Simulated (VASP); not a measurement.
# YIn3 (Pm-3m) in VASP: a series of runs

The runs below take YIn3 through single point, with LDA.

Program: VASP 6.6.1. These are calculated values, not measurements. Logs are shortened: lines on timing, memory, paths and dates and some standing lists are left out, and cuts for length are marked.

### Step 1. The cell of the first run

It takes space group Pm-3m (No. 221, cubic). The conventional cell has a = 4.474 Å, b = 4.474 Å, c = 4.474 Å, α = 90.00°, β = 90.00°, γ = 90.00°. Y (site symmetry m-3m) has 12 In at 3.16 Å within 4.2 Å. Within 4.2 Å of In (site symmetry 4/mmm) lie 4 Y at 3.16 Å and 8 In at 3.16 Å.

### Step 2. Single point, LDA

INCAR

```
PREC     = Accurate       # precision mode
ENCUT    = 520            # plane-wave cutoff, eV
EDIFF    = 1E-7           # SCF threshold, eV
ISMEAR   = -1             # smearing method
SIGMA    = 0.1            # smearing width, eV
LREAL    = False          # projectors in reciprocal space
LASPH    = True           # aspherical terms in the spheres
NELM     = 100            # most SCF steps
ALGO     = Normal         # electronic algorithm
ISIF     = 2              # what is computed and relaxed
LWAVE    = False          # write WAVECAR
LCHARG   = False          # write CHGCAR
GGA      = CA             # functional
NBANDS   = 33             # bands
```

KPOINTS

```
regular mesh
0
Gamma
  5 5 5
```

POSCAR

```
YIn3
1.0
    4.4739086006      0.0000000000      0.0000000000
    0.0000000000      4.4739086006      0.0000000000
    0.0000000000      0.0000000000      4.4739086006
Y In
1 3
Direct
    0.0000000000      0.0000000000      0.0000000000
    0.0000000000      0.5000000000      0.5000000000
    0.5000000000      0.0000000000      0.5000000000
    0.5000000000      0.5000000000      0.0000000000
```

Potentials or basis: VASP PAW LDA potentials, release 64 (Y_sv, In_d).

Started as:

```console
$ cat potpaw_LDA.64/Y_sv/POTCAR potpaw_LDA.64/In_d/POTCAR > POTCAR
$ mpirun -np 1 vasp_std > vasp.out
```

OUTCAR:

```text
PREC = Accurate
   ENCUT = 520
   EDIFF = 1E-7
   ISMEAR = -1
   LREAL = False
   LASPH = True
   NELM = 100
   ISIF = 2
   GGA = CA

 ion  position               nearest neighbor table
   1  0.000  0.000  0.000-   2 3.16   3 3.16   4 3.16   2 3.16   3 3.16   2 3.16   4 3.16   2 3.16
                             3 3.16   4 3.16   3 3.16   4 3.16
   2  0.000  0.500  0.500-   1 3.16   3 3.16   4 3.16   1 3.16   4 3.16   1 3.16   3 3.16   1 3.16
                             3 3.16   4 3.16   4 3.16   3 3.16
   3  0.500  0.000  0.500-   1 3.16   2 3.16   4 3.16   1 3.16   4 3.16   2 3.16   4 3.16   4 3.16
                             1 3.16   2 3.16   1 3.16   2 3.16
   4  0.500  0.500  0.000-   1 3.16   2 3.16   3 3.16   2 3.16   3 3.16   1 3.16   3 3.16   3 3.16
                             1 3.16   2 3.16   2 3.16   1 3.16

  LATTYP: Found a simple cubic cell.
 ALAT       =     4.4739086006

  Lattice vectors:

 A1 = (   4.4739086006,   0.0000000000,   0.0000000000)
 A2 = (   0.0000000000,   4.4739086006,   0.0000000000)
 A3 = (   0.0000000000,   0.0000000000,   4.4739086006)

Analysis of symmetry for initial positions (statically):
=====================================================================
 Subroutine PRICEL returns:
 Original cell was already a primitive cell.

 Routine SETGRP: Setting up the symmetry group for a
 simple cubic supercell.

 Subroutine GETGRP returns: Found 48 space group operations
 (whereof 48 operations were pure point group operations)
 out of a pool of 48 trial point group operations.

The static configuration has the point symmetry O_h .

Analysis of symmetry for dynamics (positions and initial velocities):
=====================================================================
 Subroutine PRICEL returns:
 Original cell was already a primitive cell.

 Routine SETGRP: Setting up the symmetry group for a
 simple cubic supercell.

 Subroutine GETGRP returns: Found 48 space group operations
 (whereof 48 operations were pure point group operations)
 out of a pool of 48 trial point group operations.

The dynamic configuration has the point symmetry O_h .

 Subroutine INISYM returns: Found 48 space group operations
 (whereof 48 operations are pure point group operations),
 and found     1 'primitive' translations

----------------------------------------------------------------------------------------

                                     Primitive cell

  volume of cell :      89.5491

  direct lattice vectors                    reciprocal lattice vectors
     4.473908601  0.000000000  0.000000000     0.223518201  0.000000000  0.000000000
     0.000000000  4.473908601  0.000000000     0.000000000  0.223518201  0.000000000
     0.000000000  0.000000000  4.473908601     0.000000000  0.000000000  0.223518201

  length of vectors
     4.473908601  4.473908601  4.473908601     0.223518201  0.223518201  0.223518201

  position of ions in fractional coordinates (direct lattice)
     0.000000000  0.000000000  0.000000000
     0.000000000  0.500000000  0.500000000
     0.500000000  0.000000000  0.500000000
     0.500000000  0.500000000  0.000000000

  ion indices of the primitive-cell ions
   primitive index   ion index
                 1           1
                 2           2
                 3           3
                 4           4

----------------------------------------------------------------------------------------

 KPOINTS: regular mesh

Automatic generation of k-mesh.
 Grid dimensions read from file:
 generate k-points for:    5    5    5

 Generating k-lattice:

  Cartesian coordinates                     Fractional coordinates (reciprocal lattice)
     0.044703640  0.000000000  0.000000000     0.200000000  0.000000000  0.000000000
     0.000000000  0.044703640  0.000000000     0.000000000  0.200000000  0.000000000
     0.000000000  0.000000000  0.044703640     0.000000000  0.000000000  0.200000000

  Length of vectors
     0.044703640  0.044703640  0.044703640

  Shift w.r.t. Gamma in fractional coordinates (k-lattice)
     0.000000000  0.000000000  0.000000000

 Subroutine IBZKPT returns following result:
 ===========================================

 Found     10 irreducible k-points:

 Following reciprocal coordinates:
            Coordinates               Weight
  0.000000  0.000000  0.000000      1.000000
  0.200000  0.000000  0.000000      6.000000
  0.400000  0.000000  0.000000      6.000000
  0.200000  0.200000  0.000000     12.000000
  0.400000  0.200000  0.000000     24.000000
  0.400000  0.400000  0.000000     12.000000
  0.200000  0.200000  0.200000      8.000000
  0.400000  0.200000  0.200000     24.000000
  0.400000  0.400000  0.200000     24.000000
  0.400000  0.400000  0.400000      8.000000
   k-points           NKPTS =     10   k-points in BZ     NKDIM =     10   number of bands    NBANDS=     33
   number of dos      NEDOS =    301   number of ions     NIONS =      4
   total plane-waves  NPLWV =  46656
   dimension x,y,z NGX =    36 NGY =   36 NGZ =   36
   dimension x,y,z NGXF=    72 NGYF=   72 NGZF=   72
   ions per type =               1   3
   NGX,Y,Z   is equivalent  to a cutoff of  13.38, 13.38, 13.38 a.u.
   NGXF,Y,Z  is equivalent  to a cutoff of  26.75, 26.75, 26.75 a.u.
 SYSTEM =  unknown system
   PREC   = accura    normal or accurate (medium, high low for compatibility)
   ISTART =      0    job   : 0-new  1-cont  2-samecut
   ICHARG =      2    charge: 1-file 2-atom 10-const
   ISPIN  =      1    spin polarized calculation?
   LNONCOLLINEAR =      F non collinear calculations
   LSORBIT =      F    spin-orbit coupling
   LASPH  =      T    aspherical Exc in radial PAW
   ENCUT  =  520.0 eV  38.22 Ry    6.18 a.u.   8.32  8.32  8.32*2*pi/ulx,y,z
   NELM   =    100;   NELMIN=  2; NELMDL= -5     # of ELM steps
   EDIFF  = 0.1E-06   stopping-criterion for ELM
   LREAL  =      F    real-space projection
   EDIFFG = 0.1E-05   stopping-criterion for IOM
   NSW    =      0    number of steps for IOM
   IBRION =     -1    ionic relax: 0-MD 1-quasi-New 2-CG
   NFREE  =      0    steps in history (QN), initial steepest desc. (CG)
   ISIF   =      2    stress and relaxation
   ISYM   =      2    0-nonsym 1-usesym 2-fastsym
   POTIM  = 0.5000    time-step for ionic-motion
   TEBEG  =    0.0;   TEEND  =   0.0 temperature during run
   PSTRESS=    0.0 pullay stress
   NELECT =      50.0000    total number of electrons
   NUPDOWN=      -1.0000    fix difference up-down
   EMIN   =  10.00;   EMAX   =-10.00  energy-range for DOS
   EFERMI =   0.00;   METHOD = LEGACY
   ISMEAR =    -1;   SIGMA  =   0.10  broadening in eV -4-tet -1-fermi 0-gaus
   EFERMI_NEDOS =   21; number of points for ismear=-14 and -15
   IALGO  =     38    algorithm
   IMIX   =      4    mixing-type and parameters
     AMIX     =   0.40;   BMIX     =  1.00
     AMIX_MAG =   1.60;   BMIX_MAG =  1.00
  volume/ion in A,a.u.               =      22.39       151.08
  Fermi-wavevector in a.u.,A,eV,Ry     =   1.348066  2.547475 24.725611  1.817281
  Thomas-Fermi vector in A             =   2.475765
   LORBIT       =      0    0 simple, 1 ext, 2 COOP (PROOUT), +10 PAW based schemes
   GGA     = CA    functional components
   LHFCALC =     F    Hartree Fock is set to
   AEXX    =    0.0000 exact exchange contribution
   IVDW    =     0    specifies the selected vdW correction
   LEPSILON=     F    determine dielectric tensor
   LRPA    =     F    only Hartree local field effects (RPA)
 non-spin polarized calculation
  energy-cutoff  :      520.00
  volume of cell :       89.55
 maximum number of plane-waves:      2469
 NGX is ok and might be reduce to    36
   NGX = 17   NGY = 17   NGZ = 17

 number of electron      50.0000024 magnetization

 Free energy of the ion-electron system (eV)
  ---------------------------------------------------
  ext. energy  EPLUGINS =         0.00000000
  ---------------------------------------------------
  free energy    TOTEN  =       -18.74062689 eV

  energy without entropy =      -18.69140050  energy(sigma->0) =      -18.71601369

 E-fermi :   8.0949     XC(G=0): -11.2981

 val. band max:        7.8426995989   @ k =   0.4000   0.4000   0.2000
 cond. band min:       8.2390536908   @ k =   0.2000   0.2000   0.0000
 fundamental gap:      0.3963540920
 Fermi energy:         8.0948707599

 k-point     1 :       0.0000    0.0000    0.0000
  band No.  band energies     occupation
      1     -34.1125      2.00000
      2     -14.3126      2.00000
      3     -14.3126      2.00000
      4     -14.3126      2.00000
      5      -6.7715      2.00000
      6      -6.7679      2.00000
[... 25 lines left out ...]
     32      12.2506      0.00000
     33      12.2506      0.00000

 k-point     2 :       0.2000    0.0000    0.0000
  band No.  band energies     occupation
      1     -34.1119      2.00000
      2     -14.3347      2.00000
      3     -14.3146      2.00000
      4     -14.3146      2.00000
      5      -6.7524      2.00000
      6      -6.7183      2.00000
[... 25 lines left out ...]
     32      13.2106      0.00000
     33      13.2108      0.00000

 k-point     3 :       0.4000    0.0000    0.0000
  band No.  band energies     occupation
      1     -34.1110      2.00000
      2     -14.3700      2.00000
      3     -14.3178      2.00000
      4     -14.3178      2.00000
      5      -6.7245      2.00000
      6      -6.6034      2.00000
[... 25 lines left out ...]
     32      12.6409      0.00000
     33      12.6409      0.00000

 k-point     4 :       0.2000    0.2000    0.0000
  band No.  band energies     occupation
      1     -34.1114      2.00000
      2     -14.3385      2.00000
      3     -14.3303      2.00000
      4     -14.3165      2.00000
      5      -6.7067      2.00000
      6      -6.6983      2.00000
[... 169 lines left out ...]
     32      13.3008      0.00000
     33      13.7155      0.00000

 k-point     9 :       0.4000    0.4000    0.2000
  band No.  band energies     occupation
      1     -34.1094      2.00000
      2     -14.3575      2.00000
      3     -14.3539      2.00000
      4     -14.3318      2.00000
      5      -6.6157      2.00000
      6      -6.5620      2.00000
[... 25 lines left out ...]
     32      12.9217      0.00000
     33      14.2881      0.00000

 k-point    10 :       0.4000    0.4000    0.4000
  band No.  band energies     occupation
      1     -34.1088      2.00000
      2     -14.3517      2.00000
      3     -14.3471      2.00000
      4     -14.3471      2.00000
      5      -6.6306      2.00000
      6      -6.5946      2.00000
[... 25 lines left out ...]
     32      13.0295      0.00000
     33      16.1616      0.00000

------------------------ aborting loop because EDIFF is reached ----------------------------------------

  FORCE on cell =-STRESS in cart. coord.  units (eV):
  Direction    XX          YY          ZZ          XY          YZ          ZX
  --------------------------------------------------------------------------------------
  -------------------------------------------------------------------------------------
  Total        0.9347002      0.9347002      0.9347002      0.0000000      0.0000000      0.0000000
  in kB       16.7232857     16.7232857     16.7232857      0.0000000      0.0000000      0.0000000
  external PRESSURE =      16.7232857 kB  Pullay stress =       0.0000000 kB

 VOLUME and BASIS-vectors are now :
 -----------------------------------------------------------------------------
  energy-cutoff  :      520.00
  volume of cell :       89.55
      direct lattice vectors                 reciprocal lattice vectors
     4.473908601  0.000000000  0.000000000     0.223518201  0.000000000  0.000000000
     0.000000000  4.473908601  0.000000000     0.000000000  0.223518201  0.000000000
     0.000000000  0.000000000  4.473908601     0.000000000  0.000000000  0.223518201

 POSITION                                       TOTAL-FORCE (eV/Angst)
 -----------------------------------------------------------------------------------
      0.00000      0.00000      0.00000         0.000000      0.000000      0.000000
      0.00000      2.23695      2.23695         0.000000      0.000000      0.000000
      2.23695      0.00000      2.23695         0.000000      0.000000      0.000000
      2.23695      2.23695      0.00000         0.000000      0.000000      0.000000
 -----------------------------------------------------------------------------------
    total drift:                                0.000000      0.000000      0.000000

  FREE ENERGIE OF THE ION-ELECTRON SYSTEM (eV)
  ---------------------------------------------------
  free  energy   TOTEN  =       -18.7406268890 eV

  energy  without entropy=      -18.6914004962  energy(sigma->0) =      -18.71601369
```

Wall time 35 s (1 thread of AMD EPYC 7R13 (Zen 3), shared host); peak memory 0.16 GiB.

Results:

* Free energy: -18.7406 eV
* Pressure: 1.7 GPa
* Band gap on the k mesh: zero (bands 25 and 26 overlap by 2.16 eV)

Caveat: spin-orbit coupling is left out, which moves the levels of the heavy elements.

### Step 3. Single point, LDA

This run uses another cell than the first one, of 23.04 Å³/atom.

INCAR

```
SYSTEM = YIn3
PREC = Accurate
ENCUT = 520
EDIFF = 1E-7
ISMEAR = -1
SIGMA = 0.1
LREAL = .False.
LASPH = .True.
NELM = 100
ALGO = Normal
ISIF = 2
LWAVE = .False.
LCHARG = .True.
GGA = CA
LELF = .True.
LVHAR = .True.
NBANDS = 33
```

KPOINTS

```
Automatic mesh
0
Gamma
  5 5 5
  0 0 0
```

POSCAR

```
YIn3
1.0
    4.5167237246      0.0000000000      0.0000000000
    0.0000000000      4.5167237246      0.0000000000
    0.0000000000      0.0000000000      4.5167237246
Y In
1 3
Direct
    0.0000000000      0.0000000000      0.0000000000
    0.0000000000      0.5000000000      0.5000000000
    0.5000000000      0.0000000000      0.5000000000
    0.5000000000      0.5000000000      0.0000000000
```

Potentials or basis: VASP PAW LDA potentials, release 64 (Y_sv, In_d).

Started as:

```console
$ cat potpaw_LDA.64/Y_sv/POTCAR potpaw_LDA.64/In_d/POTCAR > POTCAR
$ mpirun -np 1 vasp_std > vasp.out
```

Run time: 33 s. Hardware: 1 thread of AMD EPYC 7R13 (Zen 3), shared host; peak memory 0.15 GiB.

Results (log left out):

| Property | Result |
| --- | --- |
| Free energy | -18.7517 eV |
| Pressure | -0.4 GPa |
| Band gap on the k mesh | zero (bands 25 and 26 overlap by 2.08 eV) |

Levels at points of the mesh, in eV from the Fermi level:
```
           k point  band 22  band 23  band 24  band 25  band 26  band 27  band 28  band 29
(0.00, 0.00, 0.00)    -2.81    -1.57    -1.57    -1.57     2.22     2.22     2.22     3.06
```

Caveat: spin-orbit coupling is left out, which moves the levels of the heavy elements.
